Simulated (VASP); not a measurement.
**Cs3Al: single point with PBE**

Crystal: Cs3Al.

```
Cs Al
1.0
     5.28931    0.00000    0.00000
     0.00000    5.28931    0.00000
     0.00000    0.00000    5.28931
Cs Al
3 1
Direct
  0.00000 0.50000 0.50000
  0.50000 0.00000 0.50000
  0.50000 0.50000 0.00000
  0.00000 0.00000 0.00000
```

```yaml
Program: VASP 6.6.1
Task: single point
Functional: PBE
Potentials_or_basis: VASP PAW PBE potentials, release 64 (Cs_sv, Al)
Cutoff: 520 eV
k_mesh: 4 × 4 × 4
Occupations: gaussian, width 0.1 eV
Spin: no spin polarisation
```

| Item | Value |
| --- | --- |
| Pressure | 6.0 GPa |
| Band gap on the k mesh | zero (bands 15 and 16 overlap by 0.84 eV) |

Levels at points of the mesh, in eV from the Fermi level:
| k point | band 11 | band 12 | band 13 | band 14 | band 15 | band 16 | band 17 | band 18 |
| --- | --- | --- | --- | --- | --- | --- | --- | --- |
| (0.00, 0.00, 0.00) | -9.39 | -9.39 | -4.92 | -1.29 | 0.36 | 0.36 | 0.75 | 0.75 |
| (0.50, 0.00, 0.00) | -9.56 | -9.56 | -3.89 | -1.43 | 0.18 | 0.18 | 0.38 | 1.37 |
| (0.50, 0.50, 0.00) | -9.53 | -9.24 | -3.88 | -0.63 | -0.20 | -0.20 | 1.86 | 1.86 |
| (0.50, 0.50, 0.50) | -9.23 | -9.23 | -4.69 | 0.63 | 0.63 | 0.63 | 1.03 | 1.03 |

Run time: 22 s on 1 thread of Intel(R) Xeon(R) 6975P-C (Granite Rapids), with other jobs on the host, peak memory 0.23 GiB.

Caveat: the cell stands under pressure; spin-orbit coupling is left out, which moves the levels of the heavy elements.
